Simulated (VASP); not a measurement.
# ZnO (P6_3mc) in VASP: electric field gradients with LDA

Aim: the electric field gradients of ZnO with LDA.

All numbers are computed with VASP 6.6.1; they aren't measurements. Logs are shortened: lines on timing, memory, paths and dates and some standing lists are left out, and cuts for length are marked.

## Step 1: The cell of the first run

Symmetry: P6_3mc, No. 186, hexagonal system. The conventional cell has a = 3.282 Å, b = 3.282 Å, c = 5.204 Å, α = 90.00°, β = 90.00°, γ = 120.00°. Within 2.6 Å of Zn (site symmetry 3m) lie 4 O at 1.99 Å. O (site symmetry 3m) has 4 Zn at 1.99 Å within 2.6 Å.

## Step 2: Electric field gradients, LDA (equal xx and yy strain of +1 %)

Contents of INCAR:

```
SYSTEM = ZnO
  ALGO = Normal
  EDIFF = 1E-8
  ENCUT = 1000
  GGA_COMPAT = .False.
  ISIF = 2
  ISMEAR = -1
  LASPH = .True.
  LCHARG = .False.
  LEFG = .True.
  LREAL = .False.
  LWAVE = .False.
  NBANDS = 26
  NELM = 120
  PREC = Accurate
  SIGMA = 0.02
```

Contents of KPOINTS:

```
k-points
0
Gamma
  11 11 6
  0 0 0
```

Contents of POSCAR:

```
ZnO
1.0
    3.2818927111      0.0000000000      0.0000000000
   -1.6409463555      2.8422024603      0.0000000000
    0.0000000000      0.0000000000      5.2038000000
Zn O
2 2
Direct
    0.3333333333      0.6666666667      0.0000000000
    0.6666666667      0.3333333333      0.5000000000
    0.3333333333      0.6666666667      0.3821000000
    0.6666666667      0.3333333333      0.8821000000
```

Potentials or basis: VASP PAW LDA potentials, release 64 (Zn, O_h).

Launch:

```
$ cat potpaw_LDA.64/Zn/POTCAR potpaw_LDA.64/O_h/POTCAR > POTCAR
$ mpirun -np 1 vasp_std > vasp.out
```

OUTCAR:

```text
SYSTEM = ZnO
   EDIFF = 1E-8
   ENCUT = 1000
   ISIF = 2
   ISMEAR = -1
   LASPH = .True.
   LREAL = .False.
   NELM = 120
   PREC = Accurate

 ion  position               nearest neighbor table
   1  0.333  0.667  0.000-   3 1.99   4 1.99   4 1.99   4 1.99
   2  0.667  0.333  0.500-   4 1.99   3 1.99   3 1.99   3 1.99
   3  0.333  0.667  0.382-   1 1.99   2 1.99   2 1.99   2 1.99
   4  0.667  0.333  0.882-   2 1.99   1 1.99   1 1.99   1 1.99

  LATTYP: Found a hexagonal cell.
 ALAT       =     3.2818927111
 C/A-ratio  =     1.5856094206

  Lattice vectors:

 A1 = (   3.2818927111,   0.0000000000,   0.0000000000)
 A2 = (  -1.6409463555,   2.8422024603,   0.0000000000)
 A3 = (   0.0000000000,   0.0000000000,   5.2038000000)

Analysis of symmetry for initial positions (statically):
=====================================================================
 Subroutine PRICEL returns:
 Original cell was already a primitive cell.

 Routine SETGRP: Setting up the symmetry group for a
 hexagonal supercell.

 Subroutine GETGRP returns: Found 12 space group operations
 (whereof  6 operations were pure point group operations)
 out of a pool of 24 trial point group operations.

The static configuration has the point symmetry C_3v.
 The point group associated with its full space group is C_6v.

Analysis of symmetry for dynamics (positions and initial velocities):
=====================================================================
 Subroutine PRICEL returns:
 Original cell was already a primitive cell.

 Routine SETGRP: Setting up the symmetry group for a
 hexagonal supercell.

 Subroutine GETGRP returns: Found 12 space group operations
 (whereof  6 operations were pure point group operations)
 out of a pool of 24 trial point group operations.

The dynamic configuration has the point symmetry C_3v.
 The point group associated with its full space group is C_6v.

 Subroutine INISYM returns: Found 12 space group operations
 (whereof  6 operations are pure point group operations),
 and found     1 'primitive' translations

----------------------------------------------------------------------------------------

                                     Primitive cell

  volume of cell :      48.5400

  direct lattice vectors                    reciprocal lattice vectors
     3.281892711  0.000000000  0.000000000     0.304702222  0.175919910  0.000000000
    -1.640946355  2.842202460  0.000000000     0.000000000  0.351839819  0.000000000
     0.000000000  0.000000000  5.203800000     0.000000000  0.000000000  0.192167262

  length of vectors
     3.281892711  3.281892711  5.203800000     0.351839819  0.351839819  0.192167262

  position of ions in fractional coordinates (direct lattice)
     0.333333333  0.666666667  0.000000000
     0.666666667  0.333333333  0.500000000
     0.333333333  0.666666667  0.382100000
     0.666666667  0.333333333  0.882100000

  ion indices of the primitive-cell ions
   primitive index   ion index
                 1           1
                 2           2
                 3           3
                 4           4

----------------------------------------------------------------------------------------

 KPOINTS: k-points

Automatic generation of k-mesh.
 Grid dimensions read from file:
 generate k-points for:   11   11    6

 Generating k-lattice:

  Cartesian coordinates                     Fractional coordinates (reciprocal lattice)
     0.027700202  0.015992719  0.000000000     0.090909091  0.000000000  0.000000000
     0.000000000  0.031985438  0.000000000     0.000000000  0.090909091  0.000000000
     0.000000000  0.000000000  0.032027877     0.000000000  0.000000000  0.166666667

  Length of vectors
     0.031985438  0.031985438  0.032027877

  Shift w.r.t. Gamma in fractional coordinates (k-lattice)
     0.000000000  0.000000000  0.000000000

 Subroutine IBZKPT returns following result:
 ===========================================

 Found     64 irreducible k-points:

 Following reciprocal coordinates:
            Coordinates               Weight
  0.000000  0.000000  0.000000      1.000000
  0.090909  0.000000  0.000000      6.000000
  0.181818  0.000000  0.000000      6.000000
  0.272727  0.000000  0.000000      6.000000
  0.363636  0.000000  0.000000      6.000000
  0.454545 -0.000000  0.000000      6.000000
[... 16 lines left out ...]
  0.090909  0.090909  0.166667     12.000000
  0.181818  0.090909  0.166667     24.000000
 [... further k-points ...]
   k-points           NKPTS =     64   k-points in BZ     NKDIM =     64   number of bands    NBANDS=     26
   number of dos      NEDOS =    301   number of ions     NIONS =      4
   total plane-waves  NPLWV =  69984
   dimension x,y,z NGX =    36 NGY =   36 NGZ =   54
   dimension x,y,z NGXF=    72 NGYF=   72 NGZF=  108
   ions per type =               2   2
   NGX,Y,Z   is equivalent  to a cutoff of  18.24, 18.24, 17.25 a.u.
   NGXF,Y,Z  is equivalent  to a cutoff of  36.47, 36.47, 34.50 a.u.
 SYSTEM =  ZnO
   PREC   = accura    normal or accurate (medium, high low for compatibility)
   ISTART =      0    job   : 0-new  1-cont  2-samecut
   ICHARG =      2    charge: 1-file 2-atom 10-const
   ISPIN  =      1    spin polarized calculation?
   LNONCOLLINEAR =      F non collinear calculations
   LSORBIT =      F    spin-orbit coupling
   LASPH  =      T    aspherical Exc in radial PAW
   ENCUT  = 1000.0 eV  73.50 Ry    8.57 a.u.   8.46  8.46 13.42*2*pi/ulx,y,z
   NELM   =    120;   NELMIN=  2; NELMDL= -5     # of ELM steps
   EDIFF  = 0.1E-07   stopping-criterion for ELM
   LREAL  =      F    real-space projection
   EDIFFG = 0.1E-06   stopping-criterion for IOM
   NSW    =      0    number of steps for IOM
   IBRION =     -1    ionic relax: 0-MD 1-quasi-New 2-CG
   NFREE  =      0    steps in history (QN), initial steepest desc. (CG)
   ISIF   =      2    stress and relaxation
   ISYM   =      2    0-nonsym 1-usesym 2-fastsym
   POTIM  = 0.5000    time-step for ionic-motion
   TEBEG  =    0.0;   TEEND  =   0.0 temperature during run
   PSTRESS=    0.0 pullay stress
   NELECT =      36.0000    total number of electrons
   NUPDOWN=      -1.0000    fix difference up-down
   EMIN   =  10.00;   EMAX   =-10.00  energy-range for DOS
   EFERMI =   0.00;   METHOD = LEGACY
   ISMEAR =    -1;   SIGMA  =   0.02  broadening in eV -4-tet -1-fermi 0-gaus
   EFERMI_NEDOS =   21; number of points for ismear=-14 and -15
   IALGO  =     38    algorithm
   IMIX   =      4    mixing-type and parameters
     AMIX     =   0.40;   BMIX     =  1.00
     AMIX_MAG =   1.60;   BMIX_MAG =  1.00
  volume/ion in A,a.u.               =      12.14        81.89
  Fermi-wavevector in a.u.,A,eV,Ry     =   1.481866  2.800321 29.877408  2.195928
  Thomas-Fermi vector in A             =   2.595723
   LORBIT       =      0    0 simple, 1 ext, 2 COOP (PROOUT), +10 PAW based schemes
   GGA     = CA    functional components
   LHFCALC =     F    Hartree Fock is set to
   AEXX    =    0.0000 exact exchange contribution
   IVDW    =     0    specifies the selected vdW correction
   LEPSILON=     F    determine dielectric tensor
   LRPA    =     F    only Hartree local field effects (RPA)
 non-spin polarized calculation
  energy-cutoff  :     1000.00
  volume of cell :       48.54
 maximum number of plane-waves:      3531
 NGX is ok and might be reduce to    36
   NGX = 17   NGY = 17   NGZ = 27

 number of electron      36.0000003 magnetization

 Free energy of the ion-electron system (eV)
  ---------------------------------------------------
  ext. energy  EPLUGINS =         0.00000000
  ---------------------------------------------------
  free energy    TOTEN  =       -21.09200195 eV

  energy without entropy =      -21.09200195  energy(sigma->0) =      -21.09200195

 E-fermi :   1.3940     XC(G=0): -11.3641

 val. band max:        1.0089384988   @ k =   0.0000   0.0000   0.0000
 cond. band min:       1.7325274756   @ k =   0.0000   0.0000   0.0000
 fundamental gap:      0.7235889767
 Fermi energy:         1.3939968330

 k-point     1 :       0.0000    0.0000    0.0000
  band No.  band energies     occupation
      1     -16.6235      2.00000
      2     -15.8640      2.00000
      3      -4.6629      2.00000
      4      -4.6629      2.00000
      5      -4.5869      2.00000
      6      -4.4863      2.00000
[... 18 lines left out ...]
     25      14.7299      0.00000
     26      14.9806      0.00000

 k-point     2 :       0.0909    0.0000    0.0000
  band No.  band energies     occupation
      1     -16.5778      2.00000
      2     -15.8447      2.00000
      3      -4.7123      2.00000
      4      -4.6366      2.00000
      5      -4.5588      2.00000
      6      -4.4904      2.00000
[... 18 lines left out ...]
     25      14.8420      0.00000
     26      15.0745      0.00000

 k-point     3 :       0.1818    0.0000    0.0000
  band No.  band energies     occupation
      1     -16.4506      2.00000
      2     -15.7947      2.00000
      3      -4.8202      2.00000
      4      -4.5692      2.00000
      5      -4.5421      2.00000
      6      -4.4559      2.00000
[... 18 lines left out ...]
     25      14.7048      0.00000
     26      14.9537      0.00000

 k-point     4 :       0.2727    0.0000    0.0000
  band No.  band energies     occupation
      1     -16.2710      2.00000
      2     -15.7366      2.00000
      3      -4.9150      2.00000
      4      -4.5709      2.00000
      5      -4.4919      2.00000
      6      -4.3433      2.00000
[... 18 lines left out ...]
     25      14.0417      0.00000
     26      14.8029      0.00000
[... 496 lines left out ...]
      1     -15.9318      2.00000
      2     -15.7094      2.00000
      3      -4.9266      2.00000
      4      -4.7466      2.00000
      5      -4.3856      2.00000
      6      -4.1073      2.00000
[... 18 lines left out ...]
     25      14.0320      0.00000
     26      14.7491      0.00000

 k-point    23 :       0.0909    0.0909    0.1667
  band No.  band energies     occupation
      1     -16.4472      2.00000
      2     -15.8570      2.00000
      3      -4.8023      2.00000
      4      -4.6598      2.00000
      5      -4.5538      2.00000
      6      -4.5363      2.00000
[... 18 lines left out ...]
     25      13.8056      0.00000
     26      14.9062      0.00000

 k-point    24 :       0.1818    0.0909    0.1667
  band No.  band energies     occupation
      1     -16.2989      2.00000
      2     -15.7950      2.00000
      3      -4.8859      2.00000
      4      -4.6689      2.00000
      5      -4.5066      2.00000
      6      -4.4410      2.00000
[... 18 lines left out ...]
     25      13.7226      0.00000
     26      15.2065      0.00000

 [... further k-points ...]

------------------------ aborting loop because EDIFF is reached ----------------------------------------

  FORCE on cell =-STRESS in cart. coord.  units (eV):
  Direction    XX          YY          ZZ          XY          YZ          ZX
  --------------------------------------------------------------------------------------
  -------------------------------------------------------------------------------------
  Total       -2.8459016     -2.8459016     -2.0363980     -0.0000000     -0.0000000      0.0000000
  in kB      -93.9356567    -93.9356567    -67.2160903     -0.0000000     -0.0000000      0.0000000
  external PRESSURE =     -85.0291346 kB  Pullay stress =       0.0000000 kB

 VOLUME and BASIS-vectors are now :
 -----------------------------------------------------------------------------
  energy-cutoff  :     1000.00
  volume of cell :       48.54
      direct lattice vectors                 reciprocal lattice vectors
     3.281892711  0.000000000  0.000000000     0.304702222  0.175919910  0.000000000
    -1.640946355  2.842202460  0.000000000     0.000000000  0.351839819  0.000000000
     0.000000000  0.000000000  5.203800000     0.000000000  0.000000000  0.192167262

 POSITION                                       TOTAL-FORCE (eV/Angst)
 -----------------------------------------------------------------------------------
     -0.00000      1.89480      0.00000        -0.000000      0.000000     -0.026785
      1.64095      0.94740      2.60190         0.000000      0.000000     -0.026785
     -0.00000      1.89480      1.98837         0.000000      0.000000      0.026785
      1.64095      0.94740      4.59027        -0.000000     -0.000000      0.026785
 -----------------------------------------------------------------------------------
    total drift:                               -0.000000      0.000000     -0.000855

  FREE ENERGIE OF THE ION-ELECTRON SYSTEM (eV)
  ---------------------------------------------------
  free  energy   TOTEN  =       -21.0920019508 eV

  energy  without entropy=      -21.0920019508  energy(sigma->0) =      -21.09200195

 Electric field gradients (V/A^2)
---------------------------------------------------------------------
 ion       V_xx      V_yy      V_zz      V_xy      V_xz      V_yz
---------------------------------------------------------------------
   1      -1.441    -1.441     2.881    -0.000     0.000    -0.000
   2      -1.441    -1.441     2.881    -0.000    -0.000     0.000
   3       2.341     2.339    -4.679    -0.002     0.000    -0.000
   4       2.341     2.339    -4.679    -0.002    -0.000     0.000
---------------------------------------------------------------------

 Electric field gradients after diagonalization (V/A^2)
 (convention: |V_zz| > |V_xx| > |V_yy|)
----------------------------------------------------------------------
 ion       V_xx      V_yy      V_zz     asymmetry (V_yy - V_xx)/ V_zz
----------------------------------------------------------------------
   1      -1.441    -1.440     2.881       0.000
   2      -1.441    -1.440     2.881       0.000
   3       2.342     2.338    -4.679       0.001
   4       2.342     2.338    -4.679       0.001
----------------------------------------------------------------------

           NMR quadrupolar parameters

 Cq : quadrupolar parameter    Cq=e*Q*V_zz/h
 eta: asymmetry parameters     (V_yy - V_xx)/ V_zz
 Q  : nuclear electric quadrupole moment in mb (millibarn)
----------------------------------------------------------------------
 ion       Cq(MHz)       eta       Q (mb)
----------------------------------------------------------------------
   1       0.007       0.000       1.000
   2       0.007       0.000       1.000
   3      -0.011       0.001       1.000
   4      -0.011       0.001       1.000
----------------------------------------------------------------------
```

Wall time 3.4 min (1 thread of Intel Xeon Platinum 8259CL at 2.50GHz (Skylake/Cascade Lake), shared host); peak memory 0.32 GiB.

Results:

- Free energy: -21.0920 eV
- Pressure: -8.5 GPa
- Largest force: 0.027 eV/Å
- Band gap on the k mesh: 0.72 eV
- Largest electric field gradient by atom: Zn +2.9; O -4.7 V/Å²

Forces on the atoms (eV/Å):
```
Zn   0.000  0.000 -0.027
Zn   0.000  0.000 -0.027
O    0.000  0.000  0.027
O    0.000  0.000  0.027
```

Stress tensor (GPa, compression positive):
```
-9.39  0.00  0.00
 0.00 -9.39  0.00
 0.00  0.00 -6.72
```

Levels at points of the mesh, in eV from the valence-band top:
| k point | band 16 | band 17 | band 18 | band 19 | band 20 | band 21 |
| --- | --- | --- | --- | --- | --- | --- |
| (0.00, 0.00, 0.00) | -0.06 | 0.00 | 0.00 | 0.72 | 4.97 | 8.15 |
| (0.00, 0.00, 0.50) | -0.39 | -0.39 | -0.39 | 3.36 | 3.36 | 9.91 |

Electric field gradients, principal values (V/Å²):
```tsv
atom	least	middle	greatest (by size)
1 Zn	-1.440	-1.441	2.881
2 Zn	-1.440	-1.441	2.881
3 O	2.338	2.342	-4.679
4 O	2.338	2.342	-4.679
```

Caveat: the cell differs from its parent crystal (equal xx and yy strain of +1 %); the cell stands under tension; semilocal functionals underestimate gaps, and a narrow one can read as zero; without QUAD_EFG the Cq values of the log hold for a quadrupole moment of 1 mb, not for the nuclei.
